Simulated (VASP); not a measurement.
# Fe3Ge (Pm-3m) in VASP: further runs

Fe3Ge is run at these levels: r2SCAN; tasks: single point.

Program: VASP 6.6.1. These are calculated values, not measurements. Logs are shortened: lines on timing, memory, paths and dates and some standing lists are left out, and cuts for length are marked.

**1. The cell of the first run**

The structure is cubic, space group Pm-3m (No. 221). Conventional cell: a = 3.661 Å, b = 3.661 Å, c = 3.661 Å, α = 90.00°, β = 90.00°, γ = 90.00°. Fe (site symmetry 4/mmm) has 8 Fe at 2.59 Å and 4 Ge at 2.59 Å within 3.4 Å. Ge (site symmetry m-3m) has 12 Fe at 2.59 Å within 3.4 Å.

**2. Single point, r2SCAN, collinear spin, ferromagnetic start**

Input file POSCAR:

```
Fe3Ge
1.0
    3.6605005200      0.0000000000      0.0000000000
    0.0000000000      3.6605005200      0.0000000000
    0.0000000000      0.0000000000      3.6605005200
Fe Ge
3 1
Direct
    0.0000000000      0.5000000000      0.5000000000
    0.5000000000      0.0000000000      0.5000000000
    0.5000000000      0.5000000000      0.0000000000
    0.0000000000      0.0000000000      0.0000000000
```

Input file INCAR.step1:

```
PREC = Accurate ; ENCUT = 660
ISMEAR = 1 ; SIGMA = 0.5
LREAL = False ; LASPH = True
NELM = 200 ; ISPIN = 2
MAGMOM = 3.5 3.5 3.5 0 ; LMAXMIX = 4
NBANDS = 31 ; GGA = PE
ALGO = Normal ; EDIFF = 1E-5
LWAVE = True ; LCHARG = False
GGA_COMPAT = False
```

Input file INCAR.step2:

```
PREC = Accurate ; ENCUT = 660
EDIFF = 1E-6 ; ISMEAR = 1
SIGMA = 0.5 ; LREAL = False
LASPH = True ; NELM = 200
ALGO = Normal ; ISIF = 2
LWAVE = False ; LCHARG = False
ISPIN = 2 ; MAGMOM = 3.5 3.5 3.5 0
LORBIT = 11 ; LMAXMIX = 4
METAGGA = R2SCAN ; LMIXTAU = True
NBANDS = 31 ; ISTART = 1
GGA_COMPAT = False
```

Input file KPOINTS:

```
Automatic mesh
0
Gamma
  4 4 4
```

Potentials or basis: VASP PAW PBE potentials, release 64 (Fe, Ge_d).

Command:

```bash
> cat potpaw_PBE.64/Fe/POTCAR potpaw_PBE.64/Ge_d/POTCAR > POTCAR
> cp INCAR.step1 INCAR
> mpirun -np 1 vasp_std > vasp.out
> cp INCAR.step2 INCAR
> mpirun -np 1 vasp_std > vasp.out
```

OUTCAR:

```text
PREC = Accurate
   ENCUT = 660
   EDIFF = 1E-6
   ISMEAR = 1
   LREAL = False
   LASPH = True
   NELM = 200
   ISIF = 2
   ISPIN = 2
   LORBIT = 11
   METAGGA = R2SCAN
   ISTART = 1

 ion  position               nearest neighbor table
   1  0.000  0.500  0.500-   2 2.59   3 2.59   4 2.59   3 2.59   4 2.59   2 2.59   4 2.59   4 2.59
                             2 2.59   3 2.59   3 2.59   2 2.59
   2  0.500  0.000  0.500-   1 2.59   3 2.59   4 2.59   3 2.59   4 2.59   1 2.59   3 2.59   3 2.59
                             1 2.59   4 2.59   4 2.59   1 2.59
   3  0.500  0.500  0.000-   1 2.59   2 2.59   4 2.59   1 2.59   2 2.59   2 2.59   4 2.59   2 2.59
                             1 2.59   4 2.59   1 2.59   4 2.59
   4  0.000  0.000  0.000-   1 2.59   2 2.59   3 2.59   1 2.59   2 2.59   1 2.59   3 2.59   1 2.59
                             2 2.59   3 2.59   2 2.59   3 2.59

  LATTYP: Found a simple cubic cell.
 ALAT       =     3.6605005200

  Lattice vectors:

 A1 = (   3.6605005200,   0.0000000000,   0.0000000000)
 A2 = (   0.0000000000,   3.6605005200,   0.0000000000)
 A3 = (   0.0000000000,   0.0000000000,   3.6605005200)

Analysis of symmetry for initial positions (statically):
=====================================================================
 Subroutine PRICEL returns:
 Original cell was already a primitive cell.

 Routine SETGRP: Setting up the symmetry group for a
 simple cubic supercell.

 Subroutine GETGRP returns: Found 48 space group operations
 (whereof 48 operations were pure point group operations)
 out of a pool of 48 trial point group operations.

The static configuration has the point symmetry O_h .

Analysis of symmetry for dynamics (positions and initial velocities):
=====================================================================
 Subroutine PRICEL returns:
 Original cell was already a primitive cell.

 Routine SETGRP: Setting up the symmetry group for a
 simple cubic supercell.

 Subroutine GETGRP returns: Found 48 space group operations
 (whereof 48 operations were pure point group operations)
 out of a pool of 48 trial point group operations.

The dynamic configuration has the point symmetry O_h .

Analysis of structural, dynamic, and magnetic symmetry:
=====================================================================
 Subroutine PRICEL returns:
 Original cell was already a primitive cell.

 Routine SETGRP: Setting up the symmetry group for a
 simple cubic supercell.

 Subroutine GETGRP returns: Found 48 space group operations
 (whereof 48 operations were pure point group operations)
 out of a pool of 48 trial point group operations.

The overall configuration has the point symmetry O_h .

 Subroutine INISYM returns: Found 48 space group operations
 (whereof 48 operations are pure point group operations),
 and found     1 'primitive' translations

----------------------------------------------------------------------------------------

                                     Primitive cell

  volume of cell :      49.0480

  direct lattice vectors                    reciprocal lattice vectors
     3.660500520  0.000000000  0.000000000     0.273186684  0.000000000  0.000000000
     0.000000000  3.660500520  0.000000000     0.000000000  0.273186684  0.000000000
     0.000000000  0.000000000  3.660500520     0.000000000  0.000000000  0.273186684

  length of vectors
     3.660500520  3.660500520  3.660500520     0.273186684  0.273186684  0.273186684

  position of ions in fractional coordinates (direct lattice)
     0.000000000  0.500000000  0.500000000
     0.500000000  0.000000000  0.500000000
     0.500000000  0.500000000  0.000000000
     0.000000000  0.000000000  0.000000000

  ion indices of the primitive-cell ions
   primitive index   ion index
                 1           1
                 2           2
                 3           3
                 4           4

----------------------------------------------------------------------------------------

 KPOINTS: Automatic mesh

Automatic generation of k-mesh.
 Grid dimensions read from file:
 generate k-points for:    4    4    4

 Generating k-lattice:

  Cartesian coordinates                     Fractional coordinates (reciprocal lattice)
     0.068296671  0.000000000  0.000000000     0.250000000  0.000000000  0.000000000
     0.000000000  0.068296671  0.000000000     0.000000000  0.250000000  0.000000000
     0.000000000  0.000000000  0.068296671     0.000000000  0.000000000  0.250000000

  Length of vectors
     0.068296671  0.068296671  0.068296671

  Shift w.r.t. Gamma in fractional coordinates (k-lattice)
     0.000000000  0.000000000  0.000000000

 Subroutine IBZKPT returns following result:
 ===========================================

 Found     10 irreducible k-points:

 Following reciprocal coordinates:
            Coordinates               Weight
  0.000000  0.000000  0.000000      1.000000
  0.250000  0.000000  0.000000      6.000000
  0.500000  0.000000  0.000000      3.000000
  0.250000  0.250000  0.000000     12.000000
  0.500000  0.250000  0.000000     12.000000
  0.500000  0.500000  0.000000      3.000000
  0.250000  0.250000  0.250000      8.000000
  0.500000  0.250000  0.250000     12.000000
  0.500000  0.500000  0.250000      6.000000
  0.500000  0.500000  0.500000      1.000000
   k-points           NKPTS =     10   k-points in BZ     NKDIM =     10   number of bands    NBANDS=     31
   number of dos      NEDOS =    301   number of ions     NIONS =      4
   total plane-waves  NPLWV =  32768
   dimension x,y,z NGX =    32 NGY =   32 NGZ =   32
   dimension x,y,z NGXF=    64 NGYF=   64 NGZF=   64
   ions per type =               3   1
   NGX,Y,Z   is equivalent  to a cutoff of  14.53, 14.53, 14.53 a.u.
   NGXF,Y,Z  is equivalent  to a cutoff of  29.07, 29.07, 29.07 a.u.
 SYSTEM =  unknown system
   PREC   = accura    normal or accurate (medium, high low for compatibility)
   ISTART =      1    job   : 0-new  1-cont  2-samecut
   ICHARG =      0    charge: 1-file 2-atom 10-const
   ISPIN  =      2    spin polarized calculation?
   LNONCOLLINEAR =      F non collinear calculations
   LSORBIT =      F    spin-orbit coupling
   LASPH  =      T    aspherical Exc in radial PAW
   ENCUT  =  660.0 eV  48.51 Ry    6.96 a.u.   7.67  7.67  7.67*2*pi/ulx,y,z
   NELM   =    200;   NELMIN=  2; NELMDL=  0     # of ELM steps
   EDIFF  = 0.1E-05   stopping-criterion for ELM
   LREAL  =      F    real-space projection
   EDIFFG = 0.1E-04   stopping-criterion for IOM
   NSW    =      0    number of steps for IOM
   IBRION =     -1    ionic relax: 0-MD 1-quasi-New 2-CG
   NFREE  =      0    steps in history (QN), initial steepest desc. (CG)
   ISIF   =      2    stress and relaxation
   ISYM   =      2    0-nonsym 1-usesym 2-fastsym
   POTIM  = 0.5000    time-step for ionic-motion
   TEBEG  =    0.0;   TEEND  =   0.0 temperature during run
   PSTRESS=    0.0 pullay stress
   NELECT =      38.0000    total number of electrons
   NUPDOWN=      -1.0000    fix difference up-down
   EMIN   =  10.00;   EMAX   =-10.00  energy-range for DOS
   EFERMI =   0.00;   METHOD = LEGACY
   ISMEAR =     1;   SIGMA  =   0.50  broadening in eV -4-tet -1-fermi 0-gaus
   EFERMI_NEDOS =   21; number of points for ismear=-14 and -15
   IALGO  =     38    algorithm
   IMIX   =      4    mixing-type and parameters
     AMIX     =   0.40;   BMIX     =  1.00
     AMIX_MAG =   1.60;   BMIX_MAG =  1.00
  volume/ion in A,a.u.               =      12.26        82.75
  Fermi-wavevector in a.u.,A,eV,Ry     =   1.503588  2.841370 30.759742  2.260777
  Thomas-Fermi vector in A             =   2.614679
   LORBIT       =     11    0 simple, 1 ext, 2 COOP (PROOUT), +10 PAW based schemes
   METAGGA = R2SCAN    functional components
   LHFCALC =     F    Hartree Fock is set to
   AEXX    =    0.0000 exact exchange contribution
   IVDW    =     0    specifies the selected vdW correction
   LEPSILON=     F    determine dielectric tensor
   LRPA    =     F    only Hartree local field effects (RPA)
 spin polarized calculation
 Methfessel and Paxton  Order N= 1 SIGMA  =   0.50
  energy-cutoff  :      660.00
  volume of cell :       49.05
 maximum number of plane-waves:      1924
 NGX is ok and might be reduce to    32
   NGX = 15   NGY = 15   NGZ = 15

 number of electron      37.9999996 magnetization       7.7147376

 Free energy of the ion-electron system (eV)
  ---------------------------------------------------
  ext. energy  EPLUGINS =         0.00000000
  ---------------------------------------------------
  free energy    TOTEN  =       -57.30952529 eV

  energy without entropy =      -57.36002600  energy(sigma->0) =      -57.32635886

 E-fermi :   7.3358     XC(G=0): -14.1098

 val. band max:        7.1895238681   @ k =   0.5000   0.0000   0.0000
 cond. band min:       7.3602676170   @ k =   0.5000   0.2500   0.2500
 fundamental gap:      0.1707437489
 Fermi energy:         7.3358053177

 spin component 1

 k-point     1 :       0.0000    0.0000    0.0000
  band No.  band energies     occupation
      1     -18.1112      1.00000
      2     -18.1112      1.00000
      3     -18.1071      1.00000
      4     -18.1071      1.00000
      5     -18.1071      1.00000
      6      -5.2872      1.00000
[... 23 lines left out ...]
     30      17.1875     -0.00000
     31      20.3891      0.00000

 k-point     2 :       0.2500    0.0000    0.0000
  band No.  band energies     occupation
      1     -18.1092      1.00000
      2     -18.1066      1.00000
      3     -18.1064      1.00000
      4     -18.1064      1.00000
      5     -18.1011      1.00000
      6      -4.6357      1.00000
[... 264 lines left out ...]
 k-point    10 :       0.5000    0.5000    0.5000
  band No.  band energies     occupation
      1     -18.1155      1.00000
      2     -18.1155      1.00000
      3     -18.1155      1.00000
      4     -18.0820      1.00000
      5     -18.0820      1.00000
      6      -2.4601      1.00000
[... 23 lines left out ...]
     30      23.6077      0.00000
     31      23.6077      0.00000
 Fermi energy:         7.3358053177

 spin component 2

 k-point     1 :       0.0000    0.0000    0.0000
  band No.  band energies     occupation
      1     -18.1376      1.00000
      2     -18.1376      1.00000
      3     -18.1283      1.00000
      4     -18.1283      1.00000
      5     -18.1283      1.00000
      6      -5.6258      1.00000
[... 23 lines left out ...]
     30      17.2681     -0.00000
     31      21.2547      0.00000

 k-point     2 :       0.2500    0.0000    0.0000
  band No.  band energies     occupation
      1     -18.1357      1.00000
      2     -18.1280      1.00000
      3     -18.1280      1.00000
      4     -18.1278      1.00000
      5     -18.1266      1.00000
      6      -4.9678      1.00000
[... 264 lines left out ...]
 k-point    10 :       0.5000    0.5000    0.5000
  band No.  band energies     occupation
      1     -18.1378      1.00000
      2     -18.1378      1.00000
      3     -18.1378      1.00000
      4     -18.1054      1.00000
      5     -18.1054      1.00000
      6      -2.1858      1.00000
[... 23 lines left out ...]
     30      23.7999      0.00000
     31      23.7999      0.00000

------------------------ aborting loop because EDIFF is reached ----------------------------------------

  FORCE on cell =-STRESS in cart. coord.  units (eV):
  Direction    XX          YY          ZZ          XY          YZ          ZX
  --------------------------------------------------------------------------------------
  -------------------------------------------------------------------------------------
  Total       -0.0644822     -0.0644822     -0.0644822      0.0000000     -0.0000000      0.0000000
  in kB       -2.1063423     -2.1063423     -2.1063423      0.0000000     -0.0000000      0.0000000
  external PRESSURE =      -2.1063423 kB  Pullay stress =       0.0000000 kB

 VOLUME and BASIS-vectors are now :
 -----------------------------------------------------------------------------
  energy-cutoff  :      660.00
  volume of cell :       49.05
      direct lattice vectors                 reciprocal lattice vectors
     3.660500520  0.000000000  0.000000000     0.273186684  0.000000000  0.000000000
     0.000000000  3.660500520  0.000000000     0.000000000  0.273186684  0.000000000
     0.000000000  0.000000000  3.660500520     0.000000000  0.000000000  0.273186684

 POSITION                                       TOTAL-FORCE (eV/Angst)
 -----------------------------------------------------------------------------------
      0.00000      1.83025      1.83025         0.000000      0.000000      0.000000
      1.83025      0.00000      1.83025         0.000000      0.000000      0.000000
      1.83025      1.83025      0.00000         0.000000      0.000000      0.000000
      0.00000      0.00000      0.00000         0.000000      0.000000      0.000000
 -----------------------------------------------------------------------------------
    total drift:                                0.000000     -0.000000     -0.000000

  FREE ENERGIE OF THE ION-ELECTRON SYSTEM (eV)
  ---------------------------------------------------
  free  energy   TOTEN  =       -57.3095252885 eV

  energy  without entropy=      -57.3600260029  energy(sigma->0) =      -57.32635886

 total charge

# of ion       s       p       d       tot
------------------------------------------
    1        0.436   0.531   6.230   7.196
    2        0.436   0.531   6.230   7.196
    3        0.436   0.531   6.230   7.196
    4        1.067   1.351  10.096  12.514
--------------------------------------------------
tot          2.374   2.943  28.785  34.102

 magnetization (x)

# of ion       s       p       d       tot
------------------------------------------
    1        0.006  -0.033   2.707   2.680
    2        0.006  -0.033   2.707   2.680
    3        0.006  -0.033   2.707   2.680
    4       -0.000  -0.169  -0.005  -0.174
--------------------------------------------------
tot          0.017  -0.268   8.116   7.865
```

It took 56 s on 1 thread of Intel Xeon 6975P-C (Granite Rapids), shared host; peak memory 0.23 GiB.

What came out:

- Free energy: -57.3095 eV
- Pressure: -0.2 GPa
- Net moment: 7.71 μB per cell
- Site moments: Fe +2.68; Ge -0.17 μB
- Valence electrons inside the program's atomic spheres: Fe 7.20; Ge 12.51

Levels at points of the mesh, in eV from the Fermi level:
Spin up:
```tsv
k point	band 20	band 21	band 22	band 23	band 24	band 25	band 26	band 27
(0.00, 0.00, 0.00)	-1.25	-1.25	-1.14	-1.14	-1.14	2.97	6.38	6.38
(0.50, 0.00, 0.00)	-2.63	-2.20	-1.14	2.84	2.84	4.05	5.41	5.41
(0.50, 0.50, 0.00)	-2.44	-2.27	-2.16	-0.48	-0.48	4.80	5.78	8.20
(0.50, 0.50, 0.50)	-2.80	-1.47	-1.47	-1.47	-0.75	-0.64	3.81	3.81
```
Spin down:
```csv
k point,band 13,band 14,band 15,band 16,band 17,band 18
"(0.00, 0.00, 0.00)",-1.49,-1.49,-1.49,0.97,0.97,0.97
"(0.50, 0.00, 0.00)",-0.98,-0.98,-0.15,0.44,0.65,0.65
"(0.50, 0.50, 0.00)",-1.32,-0.75,-0.75,0.37,0.91,1.00
"(0.50, 0.50, 0.50)",-1.10,-0.55,-0.55,-0.55,1.38,1.38
```

Caveat: the k points lie up to 0.43 Å⁻¹ apart; so wide a smearing shifts energies and pressures; the PAW data sets were made with another functional, which shifts forces and pressure a little.

**3. Single point, r2SCAN, collinear spin, ferromagnetic start**

POSCAR is that of step 2.

Input file INCAR.step1:

```
SYSTEM = Fe3Ge
PREC = Accurate
ENCUT = 660
ISMEAR = 1
SIGMA = 0.3
LREAL = .False.
LASPH = .True.
NELM = 200
ISPIN = 2
MAGMOM = 3.5 3.5 3.5 0
LMAXMIX = 4
NBANDS = 31
GGA = PE
ALGO = Normal
EDIFF = 1E-5
LWAVE = .True.
LCHARG = .False.
GGA_COMPAT = .False.
```

Input file INCAR.step2:

```
SYSTEM = Fe3Ge
PREC = Accurate
ENCUT = 660
EDIFF = 1E-6
ISMEAR = 1
SIGMA = 0.3
LREAL = .False.
LASPH = .True.
NELM = 200
ALGO = Normal
ISIF = 2
LWAVE = .False.
LCHARG = .False.
ISPIN = 2
MAGMOM = 3.5 3.5 3.5 0
LORBIT = 11
LMAXMIX = 4
METAGGA = R2SCAN
LMIXTAU = .True.
NBANDS = 31
ISTART = 1
GGA_COMPAT = .False.
```

Input file KPOINTS:

```
Automatic mesh
0
Gamma
  4 4 4
  0 0 0
```

Potentials or basis: VASP PAW PBE potentials, release 64 (Fe, Ge_d).

Command:

```bash
> cat potpaw_PBE.64/Fe/POTCAR potpaw_PBE.64/Ge_d/POTCAR > POTCAR
> cp INCAR.step1 INCAR
> mpirun -np 1 vasp_std > vasp.out
> cp INCAR.step2 INCAR
> mpirun -np 1 vasp_std > vasp.out
```

It took 56 s on 1 thread of Intel Xeon 6975P-C (Granite Rapids), shared host; peak memory 0.23 GiB.

The run converged. Its results:

| Property | Result |
| --- | --- |
| Free energy | -57.3253 eV |
| Pressure | 0.3 GPa |
| Net moment | 7.80 μB per cell |
| Site moments | Fe +2.70; Ge -0.17 μB |
| Valence electrons inside the program's atomic spheres | Fe 7.20; Ge 12.52 |

Levels at points of the mesh, in eV from the Fermi level:
Spin up:
```
           k point  band 20  band 21  band 22  band 23  band 24  band 25  band 26  band 27
(0.00, 0.00, 0.00)    -1.27    -1.27    -1.18    -1.18    -1.18     2.96     6.35     6.35
(0.50, 0.00, 0.00)    -2.67    -2.24    -1.18     2.82     2.82     4.03     5.38     5.38
(0.50, 0.50, 0.00)    -2.47    -2.29    -2.20    -0.52    -0.52     4.78     5.76     8.18
(0.50, 0.50, 0.50)    -2.83    -1.51    -1.51    -1.51    -0.77    -0.66     3.79     3.79
```
Spin down:
| k point | band 12 | band 13 | band 14 | band 15 | band 16 | band 17 | band 18 | band 19 |
| --- | --- | --- | --- | --- | --- | --- | --- | --- |
| (0.00, 0.00, 0.00) | -2.32 | -1.50 | -1.50 | -1.50 | 0.95 | 0.95 | 0.95 | 2.02 |
| (0.50, 0.00, 0.00) | -1.56 | -0.99 | -0.99 | -0.13 | 0.41 | 0.64 | 0.64 | 0.92 |
| (0.50, 0.50, 0.00) | -1.32 | -1.32 | -0.75 | -0.75 | 0.39 | 0.91 | 1.00 | 1.00 |
| (0.50, 0.50, 0.50) | -3.55 | -1.12 | -0.54 | -0.54 | -0.54 | 1.37 | 1.37 | 1.37 |

Caveat: the k points lie up to 0.43 Å⁻¹ apart; so wide a smearing shifts energies and pressures; the PAW data sets were made with another functional, which shifts forces and pressure a little.
